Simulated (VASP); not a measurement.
# BAs5: single point with PBE

The system is BAs5.

```
B As
1.0
     0.00000    4.02606    4.02606
     4.02606    0.00000    4.02606
     4.02606    4.02606    0.00000
B As
1 5
Direct
  0.00000 0.00000 0.00000
  0.75000 0.75000 0.75000
  0.59695 0.59695 0.59695
  0.59695 0.59695 0.20915
  0.59695 0.20915 0.59695
  0.20915 0.59695 0.59695
```

- Program: VASP 6.6.1
- Task: single point
- Functional: PBE
- Potentials or basis: VASP PAW PBE potentials, release 64 (B, As)
- Cutoff: 520 eV
- k mesh: 4 × 4 × 4
- Occupations: gaussian, width 0.1 eV
- Spin: no spin polarisation

```json
{"Pressure": "47.2 GPa", "Largest force": "4.961 eV/Å", "Band gap on the k mesh": "zero (band 14 reaches 4.93 eV, above the bottom of band 15 at 4.53 eV)"}
```

Forces in eV/Å, atoms in the order of the input:
```
B    0.000  0.000  0.000
As   0.000  0.000  0.000
As   2.864  2.864  2.864
As  -2.864 -2.864  2.864
As  -2.864  2.864 -2.864
As   2.864 -2.864 -2.864
```

Levels at points of the mesh, in eV from the Fermi level:
| k point | band 11 | band 12 | band 13 | band 14 | band 15 | band 16 | band 17 | band 18 |
| --- | --- | --- | --- | --- | --- | --- | --- | --- |
| (0.00, 0.00, 0.00) | -3.89 | -0.75 | -0.27 | -0.27 | -0.27 | 2.27 | 2.27 | 2.27 |
| (0.50, 0.00, 0.00) | -3.68 | -2.39 | -1.04 | -1.04 | -0.04 | 1.20 | 1.20 | 1.76 |
| (0.50, 0.50, 0.00) | -2.64 | -2.48 | -2.18 | -2.18 | 0.10 | 0.24 | 1.08 | 1.08 |

Run time: 18 s on 1 thread of Intel(R) Xeon(R) 6975P-C (Granite Rapids) (shared host), peak memory 0.25 GiB.

Caveat: forces of over 1 eV/Å act on the atoms, so gaps and moduli don't describe the material at rest.
